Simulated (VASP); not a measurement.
Input of a VASP 6.6.1 run:

INCAR

```
SYSTEM = KTaO3
ALGO = Normal
EDIFF = 1E-8
ENCUT = 520
GGA = PE
ISIF = 2
ISMEAR = -1
LASPH = .True.
LCHARG = .False.
LEFG = .True.
LREAL = .False.
LWAVE = .False.
NBANDS = 27
NELM = 100
PREC = Accurate
SIGMA = 0.01
```

Contents of KPOINTS:

```
k-points
0
Gamma
  5 5 5
  0 0 0
```

POSCAR

```
KTaO3
1.0
    4.0147133525      0.0000000000      0.0000000000
    0.0000000000      4.0147133525      0.0000000000
    0.0000000000      0.0000000000      4.0147133525
K Ta O
1 1 3
Direct
    0.5000000000      0.5000000000      0.5000000000
    0.0000000000      0.0000000000      0.0000000000
    0.5000000000      0.0000000000      0.0000000000
    0.0000000000      0.5000000000      0.0000000000
    0.0000000000      0.0000000000      0.5000000000
```

Potentials or basis: VASP PAW PBE potentials, release 64 (K_sv, Ta_pv, O).

Launch:

```sh
$ cat potpaw_PBE.64/K_sv/POTCAR potpaw_PBE.64/Ta_pv/POTCAR potpaw_PBE.64/O/POTCAR > POTCAR
$ mpirun -np 1 vasp_std > vasp.out
```

Question: Predict the pressure.

Answer: 2.0 GPa.

Question: What does it give for the band gap on the k mesh?

Answer: 2.24 eV, indirect (least direct gap 2.76 eV).

Electric field gradients, principal values (V/Å²):
```csv
atom,least,middle,greatest (by size)
1 K,0.000,0.000,0.000
2 Ta,0.000,0.000,0.000
3 O,-11.351,-11.351,22.702
4 O,-11.351,-11.351,22.702
5 O,-11.351,-11.351,22.702
```

Caveat: without QUAD_EFG the Cq values of the log hold for a quadrupole moment of 1 mb, not for the nuclei; spin-orbit coupling is left out, which moves the levels of the heavy elements. A k mesh can miss the band edges.
